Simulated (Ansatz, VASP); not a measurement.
# One calculation of B, two programs

```
B
1.0
     4.45499   -1.67956    0.00000
     4.45499    1.67956    0.00000
     0.00000    0.00000    5.41819
B
12
Direct
  0.22553 0.77447 0.09363
  0.77447 0.22553 0.59363
  0.22553 0.77447 0.40637
  0.77447 0.22553 0.90637
  0.55906 0.10764 0.40641
  0.44094 0.89236 0.90641
  0.89236 0.44094 0.09359
  0.10764 0.55906 0.59359
  0.44094 0.89236 0.59359
  0.55906 0.10764 0.09359
  0.10764 0.55906 0.90641
  0.89236 0.44094 0.40641
```

Alike in both runs: functional PBE; k mesh 4 × 4 × 4; occupations gaussian, width 0.1 eV; no spin polarisation.

Ansatz relaxed the structure, and its values are those at the end. VASP's run is a single point on that final structure, the one shown.

|  | VASP | Ansatz |
| --- | --- | --- |
| version | VASP 6.6.1 | Ansatz 0.2.0 |
| potentials or method | VASP PAW PBE potentials, release 64 (B), cutoff 520 eV | scalar-relativistic, plane waves, PAW |
| valence electrons in the cell | 36 | 36 |

```tsv
	VASP	Ansatz	Ansatz less VASP
gap on the k mesh at the Fermi level (eV)	none	none	-
pressure (GPa)	0.1	0.1	+0.01
rms of the force components (eV/Å)	0.006	0.006	+0.0003
```

A gap of «none» marks a metal or a gap that the smearing closes.

The k mesh is coarse, so the values compare programs but aren't converged.
